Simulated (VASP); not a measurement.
# Te (R-3m) in VASP: a series of runs

Aim: see how the results for Te move with the level of theory and the settings. Levels: r2SCAN, LDA, PBEsol. Tasks: single point.

All numbers are computed with VASP 6.6.1; they aren't measurements. Logs are shortened: lines on timing, memory, paths and dates and some standing lists are left out, and cuts for length are marked.

## 1. The cell of the first run

Symmetry: R-3m, No. 166, trigonal system. The conventional cell has a = 4.672 Å, b = 4.672 Å, c = 5.140 Å, α = 90.00°, β = 90.00°, γ = 120.00°. Within 4.2 Å of Te (site symmetry -3m) lie 6 Te at 3.20 Å.

## 2. Single point, r2SCAN

POSCAR

```
Te
1.0
    2.3362486691      1.3488337980      1.7132056465
   -2.3362486691      1.3488337980      1.7132056465
    0.0000000000     -2.6976675961      1.7132056465
Te
1
Direct
    0.5000000000      0.5000000000      0.5000000000
```

INCAR.step1

```
PREC     = Accurate       # precision mode
ENCUT    = 520            # plane-wave cutoff, eV
ISMEAR   = -1             # smearing method
SIGMA    = 0.05           # smearing width, eV
LREAL    = F              # projectors in reciprocal space
LASPH    = T              # aspherical terms in the spheres
NELM     = 100            # most SCF steps
NBANDS   = 9              # bands
GGA      = PE             # functional
ALGO     = Normal         # electronic algorithm
EDIFF    = 1E-4           # SCF threshold, eV
LWAVE    = T              # write WAVECAR
LCHARG   = F              # write CHGCAR
```

INCAR.step2

```
PREC     = Accurate       # precision mode
ENCUT    = 520            # plane-wave cutoff, eV
EDIFF    = 1E-6           # SCF threshold, eV
ISMEAR   = -1             # smearing method
SIGMA    = 0.05           # smearing width, eV
LREAL    = F              # projectors in reciprocal space
LASPH    = T              # aspherical terms in the spheres
NELM     = 100            # most SCF steps
ALGO     = Normal         # electronic algorithm
ISIF     = 2              # what is computed and relaxed
LWAVE    = F              # write WAVECAR
LCHARG   = F              # write CHGCAR
METAGGA  = R2SCAN         # meta-GGA
LMIXTAU  = T            
NBANDS   = 9              # bands
ISTART   = 1
```

KPOINTS

```
Automatic mesh
0
Gamma
  9 9 9
```

Potentials or basis: VASP PAW PBE potentials, release 64 (Te).

Run with:

```console
cat potpaw_PBE.64/Te/POTCAR > POTCAR
cp INCAR.step1 INCAR
mpirun -np 1 vasp_std > vasp.out
cp INCAR.step2 INCAR
mpirun -np 1 vasp_std > vasp.out
```

OUTCAR:

```text
PREC = Accurate
   ENCUT = 520
   EDIFF = 1E-6
   ISMEAR = -1
   LREAL = F
   LASPH = T
   NELM = 100
   ISIF = 2
   METAGGA = R2SCAN
   ISTART = 1

 ion  position               nearest neighbor table
   1  0.500  0.500  0.500-

  LATTYP: Found a trigonal (rhomboedric) cell.
 ALAT       =     3.1956977400
 COS(alpha) =    -0.0688991668

  Lattice vectors:

 A1 = (   2.3362486691,   1.3488337980,   1.7132056465)
 A2 = (  -2.3362486691,   1.3488337980,   1.7132056465)
 A3 = (   0.0000000000,  -2.6976675961,   1.7132056465)

Analysis of symmetry for initial positions (statically):
=====================================================================
 Subroutine PRICEL returns:
 Original cell was already a primitive cell.

 Routine SETGRP: Setting up the symmetry group for a
 trigonal (rhombohedral) supercell.

 Subroutine GETGRP returns: Found 12 space group operations
 (whereof 12 operations were pure point group operations)
 out of a pool of 12 trial point group operations.

The static configuration has the point symmetry D_3d.

Analysis of symmetry for dynamics (positions and initial velocities):
=====================================================================
 Subroutine PRICEL returns:
 Original cell was already a primitive cell.

 Routine SETGRP: Setting up the symmetry group for a
 trigonal (rhombohedral) supercell.

 Subroutine GETGRP returns: Found 12 space group operations
 (whereof 12 operations were pure point group operations)
 out of a pool of 12 trial point group operations.

The dynamic configuration has the point symmetry D_3d.

 Subroutine INISYM returns: Found 12 space group operations
 (whereof 12 operations are pure point group operations),
 and found     1 'primitive' translations

----------------------------------------------------------------------------------------

                                     Primitive cell

  volume of cell :      32.3920

  direct lattice vectors                    reciprocal lattice vectors
     2.336248669  1.348833798  1.713205647     0.214018313  0.123563531  0.194567029
    -2.336248669  1.348833798  1.713205647    -0.214018313  0.123563531  0.194567029
     0.000000000 -2.697667596  1.713205647     0.000000000 -0.247127062  0.194567029

  length of vectors
     3.195697740  3.195697740  3.195697740     0.314528399  0.314528399  0.314528399

  position of ions in fractional coordinates (direct lattice)
     0.500000000  0.500000000  0.500000000

  ion indices of the primitive-cell ions
   primitive index   ion index
                 1           1

[... 69 lines left out ...]
   ENCUT  =  520.0 eV  38.22 Ry    6.18 a.u.   5.94  5.94  5.94*2*pi/ulx,y,z
   NELM   =    100;   NELMIN=  2; NELMDL=  0     # of ELM steps
   EDIFF  = 0.1E-05   stopping-criterion for ELM
   LREAL  =      F    real-space projection
   EDIFFG = 0.1E-04   stopping-criterion for IOM
   NSW    =      0    number of steps for IOM
   IBRION =     -1    ionic relax: 0-MD 1-quasi-New 2-CG
   NFREE  =      0    steps in history (QN), initial steepest desc. (CG)
   ISIF   =      2    stress and relaxation
   ISYM   =      2    0-nonsym 1-usesym 2-fastsym
   POTIM  = 0.5000    time-step for ionic-motion
   TEBEG  =    0.0;   TEEND  =   0.0 temperature during run
   PSTRESS=    0.0 pullay stress
   NELECT =       6.0000    total number of electrons
   NUPDOWN=      -1.0000    fix difference up-down
   EMIN   =  10.00;   EMAX   =-10.00  energy-range for DOS
   EFERMI =   0.00;   METHOD = LEGACY
   ISMEAR =    -1;   SIGMA  =   0.05  broadening in eV -4-tet -1-fermi 0-gaus
   EFERMI_NEDOS =   21; number of points for ismear=-14 and -15
   IALGO  =     38    algorithm
   IMIX   =      4    mixing-type and parameters
     AMIX     =   0.40;   BMIX     =  1.00
     AMIX_MAG =   1.60;   BMIX_MAG =  1.00
  volume/ion in A,a.u.               =      32.39       218.59
  Fermi-wavevector in a.u.,A,eV,Ry     =   0.933210  1.763510 11.849042  0.870880
  Thomas-Fermi vector in A             =   2.059887
   LORBIT       =      0    0 simple, 1 ext, 2 COOP (PROOUT), +10 PAW based schemes
   METAGGA = R2SCAN    functional components
   LHFCALC =     F    Hartree Fock is set to
   AEXX    =    0.0000 exact exchange contribution
   IVDW    =     0    specifies the selected vdW correction
   LEPSILON=     F    determine dielectric tensor
   LRPA    =     F    only Hartree local field effects (RPA)
 non-spin polarized calculation
  energy-cutoff  :      520.00
  volume of cell :       32.39
 maximum number of plane-waves:       883
   NGX = 11   NGY = 11   NGZ = 11

 number of electron       6.0000000 magnetization

 Free energy of the ion-electron system (eV)
  ---------------------------------------------------
  ext. energy  EPLUGINS =         0.00000000
  ---------------------------------------------------
  free energy    TOTEN  =       -25.33324436 eV

  energy without entropy =      -25.32810681  energy(sigma->0) =      -25.33067559

 E-fermi :   6.4723     XC(G=0):  -9.7973

 val. band max:        6.4567469610   @ k =  -0.3333  -0.3333   0.2222
 cond. band min:       6.5000576917   @ k =   0.2222   0.1111   0.1111
 fundamental gap:      0.0433107306
 Fermi energy:         6.4722920358

 k-point     1 :       0.0000    0.0000    0.0000
  band No.  band energies     occupation
      1      -7.8181      2.00000
      2       7.3928      0.00000
      3       7.9270      0.00000
      4       7.9270      0.00000
      5      12.8896      0.00000
      6      12.8896      0.00000
      7      13.7601      0.00000
      8      24.0793      0.00000
      9      24.0797      0.00000
[... 265 lines left out ...]
 k-point    24 :       0.4444    0.4444    0.0000
  band No.  band energies     occupation
      1      -4.2131      2.00000
      2       1.5244      2.00000
      3       2.1823      2.00000
      4       9.3337      0.00000
      5      10.2987      0.00000
      6      17.1340      0.00000
      7      19.1685      0.00000
      8      19.7445      0.00000
      9      19.9683      0.00000

 [... further k-points ...]
[... 5 lines left out ...]
  --------------------------------------------------------------------------------------
  -------------------------------------------------------------------------------------
  Total       -0.0764896     -0.0764896      0.0471689      0.0000000     -0.0000000      0.0000000
  in kB       -3.7833329     -3.7833329      2.3330695      0.0000000     -0.0000000      0.0000000
  external PRESSURE =      -1.7445321 kB  Pullay stress =       0.0000000 kB

 VOLUME and BASIS-vectors are now :
 -----------------------------------------------------------------------------
  energy-cutoff  :      520.00
  volume of cell :       32.39
      direct lattice vectors                 reciprocal lattice vectors
     2.336248669  1.348833798  1.713205647     0.214018313  0.123563531  0.194567029
    -2.336248669  1.348833798  1.713205647    -0.214018313  0.123563531  0.194567029
     0.000000000 -2.697667596  1.713205647     0.000000000 -0.247127062  0.194567029

 POSITION                                       TOTAL-FORCE (eV/Angst)
 -----------------------------------------------------------------------------------
      0.00000     -0.00000      2.56981         0.000000      0.000000      0.000000
 -----------------------------------------------------------------------------------
    total drift:                                0.000000      0.000000     -0.000000

  FREE ENERGIE OF THE ION-ELECTRON SYSTEM (eV)
  ---------------------------------------------------
  free  energy   TOTEN  =       -25.3332443580 eV

  energy  without entropy=      -25.3281068127  energy(sigma->0) =      -25.33067559
```

OSZICAR.step1:

```text
N       E                     dE             d eps       ncg     rms          rms(c)
DAV:   1     0.171858353369E+02    0.17186E+02   -0.24771E+03  1538   0.528E+02
DAV:   2    -0.252234861560E+01   -0.19708E+02   -0.18908E+02  1987   0.711E+01
DAV:   3    -0.308994774281E+01   -0.56760E+00   -0.56650E+00  1881   0.153E+01
DAV:   4    -0.309455245710E+01   -0.46047E-02   -0.46044E-02  2095   0.152E+00
DAV:   5    -0.309460434524E+01   -0.51888E-04   -0.51888E-04  1958   0.130E-01    0.740E+00
DAV:   6    -0.309743275109E+01   -0.28284E-02   -0.10031E-03  1872   0.204E-01    0.454E+00
DAV:   7    -0.309952510072E+01   -0.20923E-02   -0.23234E-03  1676   0.310E-01    0.985E-02
DAV:   8    -0.309955576579E+01   -0.30665E-04   -0.63206E-05  1714   0.496E-02
   1 F= -.30995558E+01 E0= -.30968783E+01  d E =-.535497E-02
```

Wall time 43 s (1 thread of Intel Xeon Platinum 8488C (Sapphire Rapids), shared host); peak memory 0.16 GiB.

Results:

| Property | Result |
| --- | --- |
| Free energy | -25.3332 eV |
| Pressure | -0.2 GPa |
| Band gap on the k mesh | zero (band 3 reaches 8.84 eV, above the bottom of band 4 at 3.86 eV) |

Stress tensor (GPa, compression positive):
```
-0.38  0.00  0.00
 0.00 -0.38  0.00
 0.00  0.00  0.23
```

Levels at points of the mesh, in eV from the Fermi level:
| k point | band 1 | band 2 | band 3 | band 4 | band 5 | band 6 |
| --- | --- | --- | --- | --- | --- | --- |
| (0.00, 0.00, 0.00) | -14.29 | 0.92 | 1.45 | 1.45 | 6.42 | 6.42 |

Caveat: the PAW data sets were made with another functional, which shifts forces and pressure a little; spin-orbit coupling is left out, which moves the levels of the heavy elements.

[end of part 1 of 2]
